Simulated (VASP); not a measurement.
# AlN (P2_1) in VASP: notebook

AlN is run at these levels: r2SCAN; tasks: single point.

Program: VASP 6.6.1. These are calculated values, not measurements. Logs are shortened: lines on timing, memory, paths and dates and some standing lists are left out, and cuts for length are marked.

**1. The cell of the first run**

The structure is monoclinic, space group P2_1 (No. 4). The conventional cell has a = 3.107 Å, b = 4.978 Å, c = 3.107 Å, α = 90.00°, β = 120.00°, γ = 90.00°. Al (site symmetry 1) has 4 N at 1.87 to 1.94 Å within 2.5 Å. Within 2.5 Å of N (site symmetry 1) lie 4 Al at 1.87 to 1.94 Å.

**2. Single point, r2SCAN (mode 5 (249.4 1/cm) frozen in, largest displacement -0.200 Å)**

Contents of POSCAR:

```
AlN
1.0
   -3.1066653462      0.0000000000      0.0000000000
    0.0000000000      0.0000000000     -4.9784048411
    0.0000000000     -5.3809022217      0.0000000000
Al N
4 4
Direct
    0.5643777098      0.9983070980      0.1666666667
    0.0643777098      0.9983070980      0.6666666667
   -0.0643777098      0.4983070980      0.3333333333
    0.4356222902      0.4983070980      0.8333333333
    0.4434820248      0.6166929020      0.1666666667
   -0.0565179752      0.6166929020      0.6666666667
    0.0565179752      0.1166929020      0.3333333333
    0.5565179752      0.1166929020      0.8333333333
```

Contents of INCAR.step1:

```
PREC = Accurate
ENCUT = 520
ISMEAR = 0
SIGMA = 0.05
LREAL = False
LASPH = True
NELM = 60
NBANDS = 26
GGA = PE
ALGO = Normal
EDIFF = 1E-4
LWAVE = True
LCHARG = False
```

Contents of INCAR.step2:

```
PREC = Accurate
ENCUT = 520
EDIFF = 1E-6
ISMEAR = 0
SIGMA = 0.05
LREAL = False
LASPH = True
NELM = 60
ALGO = Normal
ISIF = 2
LWAVE = False
LCHARG = False
METAGGA = R2SCAN
LMIXTAU = True
NBANDS = 26
ISTART = 1
```

Contents of KPOINTS:

```
Automatic mesh
0
Gamma
  8 6 4
```

Potentials or basis: VASP PAW PBE potentials, release 64 (Al, N).

On the command line:

```
cat potpaw_PBE.64/Al/POTCAR potpaw_PBE.64/N/POTCAR > POTCAR
cp INCAR.step1 INCAR
mpirun -np 1 vasp_std > vasp.out
cp INCAR.step2 INCAR
mpirun -np 1 vasp_std > vasp.out
```

OUTCAR:

```text
PREC = Accurate
   ENCUT = 520
   EDIFF = 1E-6
   ISMEAR = 0
   LREAL = False
   LASPH = True
   NELM = 60
   ISIF = 2
   METAGGA = R2SCAN
   ISTART = 1

 ion  position               nearest neighbor table
   1  0.564  0.998  0.167-   7 1.87   8 1.89   7 1.91   5 1.94   3 2.89   3 2.89   4 3.09   4 3.09
                             2 3.11   2 3.11   2 3.11   2 3.11   3 3.29   3 3.29
   2  0.064  0.998  0.667-   8 1.87   7 1.89   8 1.91   6 1.94   4 2.89   4 2.89   3 3.09   3 3.09
                             1 3.11   1 3.11   1 3.11   1 3.11   4 3.29   4 3.29
   3  0.936  0.498  0.333-   5 1.87   6 1.89   5 1.91   7 1.94   1 2.89   1 2.89   2 3.09   2 3.09
                             4 3.11   4 3.11   4 3.11   4 3.11   1 3.29   1 3.29
   4  0.436  0.498  0.833-   6 1.87   5 1.89   6 1.91   8 1.94   2 2.89   2 2.89   1 3.09   1 3.09
                             3 3.11   3 3.11   3 3.11   3 3.11   2 3.29   2 3.29
   5  0.443  0.617  0.167-   3 1.87   4 1.89   3 1.91   1 1.94
   6  0.943  0.617  0.667-   4 1.87   3 1.89   4 1.91   2 1.94
   7  0.057  0.117  0.333-   1 1.87   2 1.89   1 1.91   3 1.94
   8  0.557  0.117  0.833-   2 1.87   1 1.89   2 1.91   4 1.94

  LATTYP: Found a simple orthorhombic cell.
 ALAT       =     3.1066653462
 B/A-ratio  =     1.6024915098
 C/A-ratio  =     1.7320508076

  Lattice vectors:

 A1 = (  -3.1066653462,   0.0000000000,   0.0000000000)
 A2 = (   0.0000000000,   0.0000000000,  -4.9784048411)
 A3 = (   0.0000000000,  -5.3809022217,   0.0000000000)

Analysis of symmetry for initial positions (statically):
=====================================================================
 Subroutine PRICEL returns following result:

  LATTYP: Found a hexagonal cell.
 ALAT       =     3.1066653462
 C/A-ratio  =     1.6024915098

  Lattice vectors:

 A1 = (  -1.5533326731,  -2.6904511108,   0.0000000000)
 A2 = (  -1.5533326731,   2.6904511109,   0.0000000000)
 A3 = (   0.0000000000,   0.0000000000,  -4.9784048411)

   2 primitive cells build up your supercell.

 Routine SETGRP: Setting up the symmetry group for a
 simple orthorhombic supercell.

 Subroutine GETGRP returns: Found  2 space group operations
 (whereof  1 operations were pure point group operations)
 out of a pool of  8 trial point group operations.

The static configuration has the point symmetry C_1 .
 The point group associated with its full space group is C_2 .

Analysis of symmetry for dynamics (positions and initial velocities):
=====================================================================
 Subroutine PRICEL returns following result:

  LATTYP: Found a hexagonal cell.
 ALAT       =     3.1066653462
 C/A-ratio  =     1.6024915098

  Lattice vectors:

 A1 = (  -1.5533326731,  -2.6904511108,   0.0000000000)
 A2 = (  -1.5533326731,   2.6904511109,   0.0000000000)
 A3 = (   0.0000000000,   0.0000000000,  -4.9784048411)

   2 primitive cells build up your supercell.

 Routine SETGRP: Setting up the symmetry group for a
 simple orthorhombic supercell.

 Subroutine GETGRP returns: Found  2 space group operations
 (whereof  1 operations were pure point group operations)
 out of a pool of  8 trial point group operations.

The dynamic configuration has the point symmetry C_1 .
 The point group associated with its full space group is C_2 .

 Subroutine INISYM returns: Found  2 space group operations
 (whereof  1 operations are pure point group operations),
 and found     2 'primitive' translations

----------------------------------------------------------------------------------------

                                     Primitive cell

  volume of cell :      41.6112

  direct lattice vectors                    reciprocal lattice vectors
    -1.553332673 -2.690451111  0.000000000    -0.321888549 -0.185842440  0.000000000
    -1.553332673  2.690451111  0.000000000    -0.321888549  0.185842440  0.000000000
     0.000000000  0.000000000 -4.978404841     0.000000000  0.000000000 -0.200867553

  length of vectors
     3.106665346  3.106665346  4.978404841     0.371684881  0.371684881  0.200867553

  position of ions in fractional coordinates (direct lattice)
     0.731044377  0.397711043  0.998307098
     0.268955623  0.602288957  0.498307098
     0.610148692  0.276815358  0.616692902
     0.389851308  0.723184642  0.116692902

  ion indices of the primitive-cell ions
   primitive index   ion index
                 1           1
                 2           4
                 3           5
                 4           8

----------------------------------------------------------------------------------------

 KPOINTS: Automatic mesh

Automatic generation of k-mesh.
 Grid dimensions read from file:
 generate k-points for:    8    6    4

 Generating k-lattice:

  Cartesian coordinates                     Fractional coordinates (reciprocal lattice)
    -0.040236069  0.000000000  0.000000000     0.125000000  0.000000000  0.000000000
     0.000000000  0.000000000 -0.033477926     0.000000000  0.166666667  0.000000000
     0.000000000 -0.046460610  0.000000000     0.000000000  0.000000000  0.250000000

  Length of vectors
     0.040236069  0.033477926  0.046460610

  Shift w.r.t. Gamma in fractional coordinates (k-lattice)
     0.000000000  0.000000000  0.000000000

 Subroutine IBZKPT returns following result:
 ===========================================

 Found     72 irreducible k-points:

 Following reciprocal coordinates:
            Coordinates               Weight
  0.000000  0.000000  0.000000      1.000000
  0.125000  0.000000  0.000000      2.000000
  0.250000  0.000000  0.000000      2.000000
  0.375000  0.000000  0.000000      2.000000
  0.500000  0.000000  0.000000      1.000000
  0.000000  0.166667  0.000000      2.000000
[... 16 lines left out ...]
  0.125000  0.000000 -0.250000      2.000000
  0.250000  0.000000  0.250000      2.000000
 [... further k-points ...]
   k-points           NKPTS =     72   k-points in BZ     NKDIM =     72   number of bands    NBANDS=     26
   number of dos      NEDOS =    301   number of ions     NIONS =      8
   total plane-waves  NPLWV =  38400
   dimension x,y,z NGX =    24 NGY =   40 NGZ =   40
   dimension x,y,z NGXF=    48 NGYF=   80 NGZF=   80
   ions per type =               4   4
   NGX,Y,Z   is equivalent  to a cutoff of  12.84, 13.36, 12.36 a.u.
   NGXF,Y,Z  is equivalent  to a cutoff of  25.69, 26.71, 24.72 a.u.
 SYSTEM =  unknown system
   PREC   = accura    normal or accurate (medium, high low for compatibility)
   ISTART =      1    job   : 0-new  1-cont  2-samecut
   ICHARG =      0    charge: 1-file 2-atom 10-const
   ISPIN  =      1    spin polarized calculation?
   LNONCOLLINEAR =      F non collinear calculations
   LSORBIT =      F    spin-orbit coupling
   LASPH  =      T    aspherical Exc in radial PAW
   ENCUT  =  520.0 eV  38.22 Ry    6.18 a.u.   5.78  9.26 10.00*2*pi/ulx,y,z
   NELM   =     60;   NELMIN=  2; NELMDL=  0     # of ELM steps
   EDIFF  = 0.1E-05   stopping-criterion for ELM
   LREAL  =      F    real-space projection
   EDIFFG = 0.1E-04   stopping-criterion for IOM
   NSW    =      0    number of steps for IOM
   IBRION =     -1    ionic relax: 0-MD 1-quasi-New 2-CG
   NFREE  =      0    steps in history (QN), initial steepest desc. (CG)
   ISIF   =      2    stress and relaxation
   ISYM   =      2    0-nonsym 1-usesym 2-fastsym
   POTIM  = 0.5000    time-step for ionic-motion
   TEBEG  =    0.0;   TEEND  =   0.0 temperature during run
   PSTRESS=    0.0 pullay stress
   NELECT =      32.0000    total number of electrons
   NUPDOWN=      -1.0000    fix difference up-down
   EMIN   =  10.00;   EMAX   =-10.00  energy-range for DOS
   EFERMI =   0.00;   METHOD = LEGACY
   ISMEAR =     0;   SIGMA  =   0.05  broadening in eV -4-tet -1-fermi 0-gaus
   EFERMI_NEDOS =   21; number of points for ismear=-14 and -15
   IALGO  =     38    algorithm
   IMIX   =      4    mixing-type and parameters
     AMIX     =   0.40;   BMIX     =  1.00
     AMIX_MAG =   1.60;   BMIX_MAG =  1.00
  volume/ion in A,a.u.               =      10.40        70.20
  Fermi-wavevector in a.u.,A,eV,Ry     =   1.190451  2.249626 19.281821  1.417174
  Thomas-Fermi vector in A             =   2.326535
   LORBIT       =      0    0 simple, 1 ext, 2 COOP (PROOUT), +10 PAW based schemes
   METAGGA = R2SCAN    functional components
   LHFCALC =     F    Hartree Fock is set to
   AEXX    =    0.0000 exact exchange contribution
   IVDW    =     0    specifies the selected vdW correction
   LEPSILON=     F    determine dielectric tensor
   LRPA    =     F    only Hartree local field effects (RPA)
 non-spin polarized calculation
 Gauss-broadening in eV      SIGMA  =   0.05
  energy-cutoff  :      520.00
  volume of cell :       83.22
 maximum number of plane-waves:      2264
 NGX is ok and might be reduce to    24
   NGX = 11   NGY = 19   NGZ = 21

 number of electron      32.0000000 magnetization

 Free energy of the ion-electron system (eV)
  ---------------------------------------------------
  ext. energy  EPLUGINS =         0.00000000
  ---------------------------------------------------
  free energy    TOTEN  =       -76.21946071 eV

  energy without entropy =      -76.21946071  energy(sigma->0) =      -76.21946071

 E-fermi :   6.4346     XC(G=0): -11.4358

 val. band max:        6.1875469733   @ k =   0.0000   0.0000   0.0000
 cond. band min:      10.6472134757   @ k =   0.0000   0.0000   0.0000
 fundamental gap:      4.4596665023
 Fermi energy:         6.4345806255

 k-point     1 :       0.0000    0.0000    0.0000
  band No.  band energies     occupation
      1     -10.0208      2.00000
      2      -8.0749      2.00000
      3      -7.8766      2.00000
      4      -7.3398      2.00000
      5      -0.0886      2.00000
      6       0.4378      2.00000
[... 18 lines left out ...]
     25      18.0429      0.00000
     26      18.8536      0.00000

 k-point     2 :       0.1250    0.0000    0.0000
  band No.  band energies     occupation
      1      -9.8698      2.00000
      2      -7.9856      2.00000
      3      -7.7909      2.00000
      4      -7.3265      2.00000
      5       0.0926      2.00000
      6       0.5880      2.00000
[... 18 lines left out ...]
     25      17.9096      0.00000
[... 608 lines left out ...]
     25      17.4736      0.00000
     26      18.3749      0.00000

 k-point    24 :       0.2500    0.0000    0.2500
  band No.  band energies     occupation
      1      -9.2786      2.00000
      2      -8.1033      2.00000
      3      -7.4655      2.00000
      4      -7.3443      2.00000
      5       0.8099      2.00000
      6       1.4707      2.00000
[... 18 lines left out ...]
     25      17.7947      0.00000
     26      18.1486      0.00000

 [... further k-points ...]
[... 5 lines left out ...]
  --------------------------------------------------------------------------------------
  -------------------------------------------------------------------------------------
  Total       -2.2412315     -0.0489814      0.2177336     -0.4926099      0.0000000      0.0000000
  in kB      -43.1476858     -0.9429781      4.1917591     -9.4836164      0.0000000      0.0000000
  external PRESSURE =     -13.2996349 kB  Pullay stress =       0.0000000 kB

 VOLUME and BASIS-vectors are now :
 -----------------------------------------------------------------------------
  energy-cutoff  :      520.00
  volume of cell :       83.22
      direct lattice vectors                 reciprocal lattice vectors
    -3.106665346  0.000000000  0.000000000    -0.321888549  0.000000000  0.000000000
     0.000000000  0.000000000 -4.978404841     0.000000000  0.000000000 -0.200867553
     0.000000000 -5.380902222  0.000000000     0.000000000 -0.185842440  0.000000000

 POSITION                                       TOTAL-FORCE (eV/Angst)
 -----------------------------------------------------------------------------------
     -1.75333     -0.89682     -4.96998         1.221449      0.187192      0.238339
     -0.20000     -3.58727     -4.96998         1.221449      0.187192      0.238339
     -2.90667     -1.79363     -2.48077        -1.221449     -0.187192      0.238339
     -1.35333     -4.48409     -2.48077        -1.221449     -0.187192      0.238339
     -1.37775     -0.89682     -3.07015        -0.569820      0.090971     -0.238339
     -2.93108     -3.58727     -3.07015        -0.569820      0.090971     -0.238339
     -0.17558     -1.79363     -0.58094         0.569820     -0.090971     -0.238339
     -1.72892     -4.48409     -0.58094         0.569820     -0.090971     -0.238339
 -----------------------------------------------------------------------------------
    total drift:                               -0.000000      0.000001      0.000317

  FREE ENERGIE OF THE ION-ELECTRON SYSTEM (eV)
  ---------------------------------------------------
  free  energy   TOTEN  =       -76.2194607126 eV

  energy  without entropy=      -76.2194607126  energy(sigma->0) =      -76.21946071
```

It took 5 min on 1 thread of Intel Xeon 6975P-C, shared host; peak memory 0.27 GiB.

Results:

```yaml
Free_energy: -76.2195 eV
Pressure: -1.3 GPa
Largest_force: 1.258 eV/Å
Band_gap_on_the_k_mesh: 4.46 eV
```

Forces on the atoms (eV/Å):
```
Al   1.221  0.187  0.238
Al   1.221  0.187  0.238
Al  -1.221 -0.187  0.238
Al  -1.221 -0.187  0.238
N   -0.570  0.091 -0.238
N   -0.570  0.091 -0.238
N    0.570 -0.091 -0.238
N    0.570 -0.091 -0.238
```

Stress tensor (GPa, compression positive):
```
-4.31 -0.95  0.00
-0.95 -0.09  0.00
 0.00  0.00  0.42
```

Caveat: the cell differs from its parent crystal (mode 5 (249.4 1/cm) frozen in, largest displacement -0.200 Å); the PAW data sets were made with another functional, which shifts forces and pressure a little.

[end of part 1 of 2]
